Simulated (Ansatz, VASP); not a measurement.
## Two plane-wave programs on Sb

File INCAR:

```
  PREC = Accurate
  ENCUT = 520
  EDIFF = 1E-6
  ISMEAR = 0
  SIGMA = 0.15
  LREAL = False
  LASPH = True
  NELM = 60
  ALGO = Normal
  ISIF = 2
  LWAVE = False
  LCHARG = True
  GGA = PS
  LELF = True
  LVHAR = True
  NBANDS = 8
```

Contents of KPOINTS:

```
regular mesh
0
Gamma
  24 24 24
```

The input POSCAR:

```
Sb
1.0
   -1.5272406777      1.5272406777      2.8898476584
    1.5272406777     -1.5272406777      2.8898476584
    1.5272406777      1.5272406777     -2.8898476584
Sb
1
Direct
    0.0000000000      0.0000000000      0.0000000000
```

Input for Ansatz:

```yaml
crystal:
  lattice:
    - [-1.5272406777, 1.5272406777, 2.8898476584]
    - [1.5272406777, -1.5272406777, 2.8898476584]
    - [1.5272406777, 1.5272406777, -2.8898476584]
  atoms:
    - { symbol: Sb, position: [0.0, 0.0, 0.0] }
basis:
  ecutwfc: 420
kpoints:
  mp_grid: { grid: [24, 24, 24] }
hamiltonian:
  xc: pbesol
scf:
  occupations: { method: gaussian, width: 0.15 }
output:
  forces: true
  stress: true
  eigenvalues: true
```

Alike in both runs: task single point; functional PBEsol; k mesh 24 × 24 × 24; occupations gaussian, width 0.15 eV; no spin polarisation.

|  | VASP | Ansatz |
| --- | --- | --- |
| version | VASP 6.6.1 | Ansatz 0.2.0 |
| potentials or method | VASP PAW PBE potentials, release 64 (Sb), cutoff 520 eV | scalar-relativistic, plane waves, PAW |
| valence electrons in the cell | 5 | 15 |

|  | VASP | Ansatz | Ansatz less VASP |
| --- | --- | --- | --- |
| gap on the k mesh at the Fermi level (eV) | none | none | - |
| pressure (GPa) | 0.3 | 0.2 | -0.06 |
| traceless stress, the component that is largest in VASP (GPa) | -2.13 | -2.05 | +0.081 |

VASP's potentials were made for PBE, not for PBEsol. A gap of «none» marks a metal or a gap that the smearing closes. With one functional, cell and mesh, what is left measures potentials, basis and numerics. VASP's potentials hold 5 valence electrons a cell and Ansatz's 15, so a difference there can come from the potentials and not from the codes.

Spin-orbit coupling is off throughout.
